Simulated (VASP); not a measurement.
# Ni (Pm-3m) in VASP: single point with PBE

Aim: the single point of Ni with PBE.

Program: VASP 6.6.1. These are calculated values, not measurements. Logs are shortened: lines on timing, memory, paths and dates and some standing lists are left out, and cuts for length are marked.

### Step 1. The cell of the first run

Symmetry: Pm-3m, No. 221, cubic system. The conventional cell has a = 1.718 Å, b = 1.718 Å, c = 1.718 Å, α = 90.00°, β = 90.00°, γ = 90.00°. Ni (site symmetry m-3m) has 6 Ni at 1.72 Å within 2.3 Å.

This isn't the form of Ni at room conditions, which is fcc.

### Step 2. Single point, PBE, collinear spin, ferromagnetic start (5.07 Å³/atom)

POSCAR

```
Ni
1.0
    1.7182348409      0.0000000000      0.0000000000
    0.0000000000      1.7182348409      0.0000000000
    0.0000000000      0.0000000000      1.7182348409
Ni
1
Direct
    0.0000000000      0.0000000000      0.0000000000
```

INCAR.step1

```
SYSTEM = Ni
  PREC = Accurate
  ENCUT = 520
  EDIFF = 1E-7
  ISMEAR = -1
  SIGMA = 0.1
  LREAL = .False.
  LASPH = .True.
  NELM = 150
  ALGO = Normal
  ISIF = 2
  LWAVE = .False.
  LCHARG = .True.
  ISPIN = 2
  MAGMOM = 1
  LMAXMIX = 4
  GGA = PE
  NBANDS = 15
```

KPOINTS.step1

```
Automatic mesh
0
Gamma
  18 18 18
  0 0 0
```

INCAR.step2

```
SYSTEM = Ni
  PREC = Accurate
  ENCUT = 520
  EDIFF = 1E-7
  ISMEAR = -5
  SIGMA = 0.1
  LREAL = .False.
  LASPH = .True.
  NELM = 150
  ALGO = Normal
  ISIF = 2
  LWAVE = .False.
  LCHARG = .False.
  ISPIN = 2
  MAGMOM = 1
  LORBIT = 11
  LMAXMIX = 4
  GGA = PE
  NEDOS = 2001
  ICHARG = 11
```

KPOINTS.step2

```
Automatic mesh
0
Gamma
  27 27 27
  0 0 0
```

Potentials or basis: VASP PAW PBE potentials, release 64 (Ni).

Command:

```sh
> cat potpaw_PBE.64/Ni/POTCAR > POTCAR
> cp INCAR.step1 INCAR
> cp KPOINTS.step1 KPOINTS
> mpirun -np 1 vasp_std > vasp.out
> cp INCAR.step2 INCAR
> cp KPOINTS.step2 KPOINTS
> mpirun -np 1 vasp_std > vasp.out
```

OUTCAR:

```text
SYSTEM = Ni
   PREC = Accurate
   ENCUT = 520
   EDIFF = 1E-7
   ISMEAR = -5
   LREAL = .False.
   LASPH = .True.
   NELM = 150
   ISIF = 2
   ISPIN = 2
   LORBIT = 11
   GGA = PE
   ICHARG = 11

 ion  position               nearest neighbor table
   1  0.000  0.000  0.000-

  LATTYP: Found a simple cubic cell.
 ALAT       =     1.7182348409

  Lattice vectors:

 A1 = (   1.7182348409,   0.0000000000,   0.0000000000)
 A2 = (   0.0000000000,   1.7182348409,   0.0000000000)
 A3 = (   0.0000000000,   0.0000000000,   1.7182348409)

Analysis of symmetry for initial positions (statically):
=====================================================================
 Subroutine PRICEL returns:
 Original cell was already a primitive cell.

 Routine SETGRP: Setting up the symmetry group for a
 simple cubic supercell.

 Subroutine GETGRP returns: Found 48 space group operations
 (whereof 48 operations were pure point group operations)
 out of a pool of 48 trial point group operations.

The static configuration has the point symmetry O_h .

Analysis of symmetry for dynamics (positions and initial velocities):
=====================================================================
 Subroutine PRICEL returns:
 Original cell was already a primitive cell.

 Routine SETGRP: Setting up the symmetry group for a
 simple cubic supercell.

 Subroutine GETGRP returns: Found 48 space group operations
 (whereof 48 operations were pure point group operations)
 out of a pool of 48 trial point group operations.

The dynamic configuration has the point symmetry O_h .

Analysis of structural, dynamic, and magnetic symmetry:
=====================================================================
 Subroutine PRICEL returns:
 Original cell was already a primitive cell.

 Routine SETGRP: Setting up the symmetry group for a
 simple cubic supercell.

 Subroutine GETGRP returns: Found 48 space group operations
 (whereof 48 operations were pure point group operations)
 out of a pool of 48 trial point group operations.

The overall configuration has the point symmetry O_h .

 Subroutine INISYM returns: Found 48 space group operations
 (whereof 48 operations are pure point group operations),
 and found     1 'primitive' translations

----------------------------------------------------------------------------------------

                                     Primitive cell

  volume of cell :       5.0728

  direct lattice vectors                    reciprocal lattice vectors
     1.718234841  0.000000000  0.000000000     0.581992622  0.000000000  0.000000000
     0.000000000  1.718234841  0.000000000     0.000000000  0.581992622  0.000000000
     0.000000000  0.000000000  1.718234841     0.000000000  0.000000000  0.581992622

  length of vectors
     1.718234841  1.718234841  1.718234841     0.581992622  0.581992622  0.581992622

  position of ions in fractional coordinates (direct lattice)
     0.000000000  0.000000000  0.000000000

  ion indices of the primitive-cell ions
   primitive index   ion index
                 1           1

----------------------------------------------------------------------------------------

 KPOINTS: Automatic mesh

Automatic generation of k-mesh.
 Grid dimensions read from file:
 generate k-points for:   27   27   27

 Generating k-lattice:

  Cartesian coordinates                     Fractional coordinates (reciprocal lattice)
     0.021555282  0.000000000  0.000000000     0.037037037  0.000000000  0.000000000
     0.000000000  0.021555282  0.000000000     0.000000000  0.037037037  0.000000000
     0.000000000  0.000000000  0.021555282     0.000000000  0.000000000  0.037037037

  Length of vectors
     0.021555282  0.021555282  0.021555282

  Shift w.r.t. Gamma in fractional coordinates (k-lattice)
     0.000000000  0.000000000  0.000000000

 TETIRR: Found   9803 inequivalent tetrahedra from   118098

 Subroutine IBZKPT returns following result:
 ===========================================

 Found    560 irreducible k-points:

 Following reciprocal coordinates:
            Coordinates               Weight
  0.000000  0.000000  0.000000      1.000000
  0.037037  0.000000  0.000000      6.000000
  0.074074  0.000000  0.000000      6.000000
  0.111111  0.000000  0.000000      6.000000
  0.148148  0.000000  0.000000      6.000000
  0.185185  0.000000  0.000000      6.000000
[... 16 lines left out ...]
  0.333333  0.037037  0.000000     24.000000
  0.370370  0.037037  0.000000     24.000000
 [... further k-points ...]
   k-points           NKPTS =    560   k-points in BZ     NKDIM =    560   number of bands    NBANDS=     10
   number of dos      NEDOS =   2001   number of ions     NIONS =      1
   total plane-waves  NPLWV =   2744
   dimension x,y,z NGX =    14 NGY =   14 NGZ =   14
   dimension x,y,z NGXF=    28 NGYF=   28 NGZF=   28
   ions per type =               1
   NGX,Y,Z   is equivalent  to a cutoff of  13.55, 13.55, 13.55 a.u.
   NGXF,Y,Z  is equivalent  to a cutoff of  27.09, 27.09, 27.09 a.u.
 SYSTEM =  Ni
   PREC   = accura    normal or accurate (medium, high low for compatibility)
   ISTART =      0    job   : 0-new  1-cont  2-samecut
   ICHARG =     11    charge: 1-file 2-atom 10-const
   ISPIN  =      2    spin polarized calculation?
   LNONCOLLINEAR =      F non collinear calculations
   LSORBIT =      F    spin-orbit coupling
   LASPH  =      T    aspherical Exc in radial PAW
   ENCUT  =  520.0 eV  38.22 Ry    6.18 a.u.   3.19  3.19  3.19*2*pi/ulx,y,z
   NELM   =    150;   NELMIN=  2; NELMDL=  0     # of ELM steps
   EDIFF  = 0.1E-06   stopping-criterion for ELM
   LREAL  =      F    real-space projection
   EDIFFG = 0.1E-05   stopping-criterion for IOM
   NSW    =      0    number of steps for IOM
   IBRION =     -1    ionic relax: 0-MD 1-quasi-New 2-CG
   NFREE  =      0    steps in history (QN), initial steepest desc. (CG)
   ISIF   =      2    stress and relaxation
   ISYM   =      2    0-nonsym 1-usesym 2-fastsym
   POTIM  = 0.5000    time-step for ionic-motion
   TEBEG  =    0.0;   TEEND  =   0.0 temperature during run
   PSTRESS=    0.0 pullay stress
   NELECT =      10.0000    total number of electrons
   NUPDOWN=      -1.0000    fix difference up-down
   EMIN   =  10.00;   EMAX   =-10.00  energy-range for DOS
   EFERMI =   0.00;   METHOD = LEGACY
   ISMEAR =    -5;   SIGMA  =   0.10  broadening in eV -4-tet -1-fermi 0-gaus
   EFERMI_NEDOS =   21; number of points for ismear=-14 and -15
   IALGO  =     38    algorithm
   IMIX   =      4    mixing-type and parameters
     AMIX     =   0.40;   BMIX     =  1.00
     AMIX_MAG =   1.60;   BMIX_MAG =  1.00
  volume/ion in A,a.u.               =       5.07        34.23
  Fermi-wavevector in a.u.,A,eV,Ry     =   2.052701  3.879042 57.329242  4.213580
  Thomas-Fermi vector in A             =   3.055039
   LORBIT       =     11    0 simple, 1 ext, 2 COOP (PROOUT), +10 PAW based schemes
   GGA     = PE    functional components
   LHFCALC =     F    Hartree Fock is set to
   AEXX    =    0.0000 exact exchange contribution
   IVDW    =     0    specifies the selected vdW correction
   LEPSILON=     F    determine dielectric tensor
   LRPA    =     F    only Hartree local field effects (RPA)
 spin polarized calculation
 Fermi weights with tetrahedron method with Bloechl corrections
  energy-cutoff  :      520.00
  volume of cell :        5.07
 maximum number of plane-waves:       147
 NGX is ok and might be reduce to    14

 number of electron       9.9999992 magnetization      -0.0000016

 Free energy of the ion-electron system (eV)
  ---------------------------------------------------
  ext. energy  EPLUGINS =         0.00000000
  ---------------------------------------------------
  free energy    TOTEN  =         6.01368719 eV

  energy without entropy =        6.01368719  energy(sigma->0) =        6.01368719

 E-fermi :  26.7530     XC(G=0): -18.2878

 val. band max:       26.7724804306   @ k =   0.4074   0.3704   0.1852
 cond. band min:      26.6032758712   @ k =   0.3704   0.3704   0.3704
 fundamental gap:     -0.1692045593
 Fermi energy:        26.7530066331

 spin component 1

 k-point     1 :       0.0000    0.0000    0.0000
  band No.  band energies     occupation
      1      11.3230      1.00000
      2      15.4417      1.00000
      3      15.4417      1.00000
      4      26.9980      0.00000
      5      26.9980      0.00000
      6      26.9980      0.00000
      7      59.0523      0.00000
      8      59.0523      0.00000
      9      59.0523      0.00000
     10      68.0773      0.00000

 k-point     2 :       0.0370    0.0000    0.0000
  band No.  band energies     occupation
      1      11.4074      1.00000
      2      15.4626      1.00000
      3      15.5105      1.00000
      4      26.9311     -0.06948
      5      26.9311     -0.06782
      6      27.0032      0.00000
      7      58.2898      0.00000
      8      59.1790      0.00000
      9      59.1790      0.00000
     10      67.9161      0.00000

 k-point     3 :       0.0741    0.0000    0.0000
  band No.  band energies     occupation
      1      11.6543      1.00000
      2      15.5244      1.00000
      3      15.7174      1.00000
      4      26.7361      0.75225
      5      26.7361      0.67591
      6      27.0185      0.00000
      7      56.4909      0.00000
      8      59.5535      0.00000
      9      59.5535      0.00000
     10      67.4469      0.00000
[... 248 lines left out ...]
 k-point    23 :       0.3333    0.0370    0.0000
  band No.  band energies     occupation
      1      15.7721      1.00000
      2      16.7373      1.00000
      3      20.3441      1.00000
      4      23.7253      1.00000
      5      23.8168      1.00000
      6      27.2333      0.00000
      7      42.1701      0.00000
      8      60.4392      0.00000
      9      66.5783      0.00000
     10      67.5031      0.00000

 k-point    24 :       0.3704    0.0370    0.0000
  band No.  band energies     occupation
      1      16.3429      1.00000
      2      16.9053      1.00000
      3      20.9436      1.00000
      4      23.3672      1.00000
      5      23.6270      1.00000
      6      27.2710      0.00000
      7      40.8195      0.00000
      8      59.7723      0.00000
      9      67.6123      0.00000
     10      69.1005      0.00000

 [... further k-points ...]

 spin component 2

 k-point     1 :       0.0000    0.0000    0.0000
  band No.  band energies     occupation
      1      11.3230      1.00000
      2      15.4417      1.00000
      3      15.4417      1.00000
      4      26.9980      0.00000
      5      26.9980      0.00000
      6      26.9980      0.00000
      7      59.0523      0.00000
      8      59.0523      0.00000
      9      59.0523      0.00000
     10      68.0773      0.00000

 k-point     2 :       0.0370    0.0000    0.0000
  band No.  band energies     occupation
      1      11.4074      1.00000
      2      15.4626      1.00000
      3      15.5105      1.00000
      4      26.9311     -0.06948
      5      26.9311     -0.06782
      6      27.0032      0.00000
      7      58.2898      0.00000
      8      59.1790      0.00000
      9      59.1790      0.00000
     10      67.9153      0.00000

 k-point     3 :       0.0741    0.0000    0.0000
  band No.  band energies     occupation
      1      11.6543      1.00000
      2      15.5244      1.00000
      3      15.7174      1.00000
      4      26.7360      0.75227
      5      26.7360      0.67594
      6      27.0185      0.00000
      7      56.4909      0.00000
      8      59.5535      0.00000
      9      59.5535      0.00000
     10      67.4469      0.00000
[... 248 lines left out ...]
 k-point    23 :       0.3333    0.0370    0.0000
  band No.  band energies     occupation
      1      15.7721      1.00000
      2      16.7374      1.00000
      3      20.3441      1.00000
      4      23.7253      1.00000
      5      23.8168      1.00000
      6      27.2333      0.00000
      7      42.1701      0.00000
      8      60.4392      0.00000
      9      66.5784      0.00000
     10      67.5022      0.00000

 k-point    24 :       0.3704    0.0370    0.0000
  band No.  band energies     occupation
      1      16.3429      1.00000
      2      16.9053      1.00000
      3      20.9436      1.00000
      4      23.3672      1.00000
      5      23.6270      1.00000
      6      27.2710      0.00000
      7      40.8195      0.00000
      8      59.7723      0.00000
      9      67.6122      0.00000
     10      69.0982      0.00000

 [... further k-points ...]

------------------------ aborting loop because EDIFF is reached ----------------------------------------

  FORCE on cell =-STRESS in cart. coord.  units (eV):
  Direction    XX          YY          ZZ          XY          YZ          ZX
  --------------------------------------------------------------------------------------
  -------------------------------------------------------------------------------------
  Total       33.1392512     33.1392512     33.1392512      0.0000000      0.0000000      0.0000000
  in kB    10466.6020123  10466.6020123  10466.6020123      0.0000000      0.0000000      0.0000000
  external PRESSURE =   10466.6020123 kB  Pullay stress =       0.0000000 kB

 VOLUME and BASIS-vectors are now :
 -----------------------------------------------------------------------------
  energy-cutoff  :      520.00
  volume of cell :        5.07
      direct lattice vectors                 reciprocal lattice vectors
     1.718234841  0.000000000  0.000000000     0.581992622  0.000000000  0.000000000
     0.000000000  1.718234841  0.000000000     0.000000000  0.581992622  0.000000000
     0.000000000  0.000000000  1.718234841     0.000000000  0.000000000  0.581992622

 POSITION                                       TOTAL-FORCE (eV/Angst)
 -----------------------------------------------------------------------------------
      0.00000      0.00000      0.00000         0.000000      0.000000      0.000000
 -----------------------------------------------------------------------------------
    total drift:                               -0.000000     -0.000000     -0.000000

  FREE ENERGIE OF THE ION-ELECTRON SYSTEM (eV)
  ---------------------------------------------------
  free  energy   TOTEN  =         6.0136871919 eV

  energy  without entropy=        6.0136871919  energy(sigma->0) =        6.01368719

 total charge

# of ion       s       p       d       tot
------------------------------------------
    1        1.041   1.460   9.732  12.233

 magnetization (x)

# of ion       s       p       d       tot
------------------------------------------
    1        0.000   0.000  -0.000  -0.000
```

Wall time 24 s (1 thread of Intel Xeon 6975P-C (Granite Rapids), shared host); peak memory 0.19 GiB.

Results:

```
Net moment : 0.00 μB per cell
```

Levels at points of the mesh, in eV from the Fermi level:
Spin up:
| k point | band 3 | band 4 | band 5 | band 6 | band 7 | band 8 |
| --- | --- | --- | --- | --- | --- | --- |
| (0.00, 0.00, 0.00) | -11.31 | 0.24 | 0.24 | 0.24 | 32.30 | 32.30 |
Spin down:
| k point | band 2 | band 3 | band 4 | band 5 | band 6 | band 7 | band 8 | band 9 |
| --- | --- | --- | --- | --- | --- | --- | --- | --- |
| (0.00, 0.00, 0.00) | -11.31 | -11.31 | 0.24 | 0.24 | 0.24 | 32.30 | 32.30 | 32.30 |

Caveat: atoms lie so close that the PAW spheres overlap strongly, which falsifies energies and pressures; tetrahedron occupations give inexact forces and stress in metals.
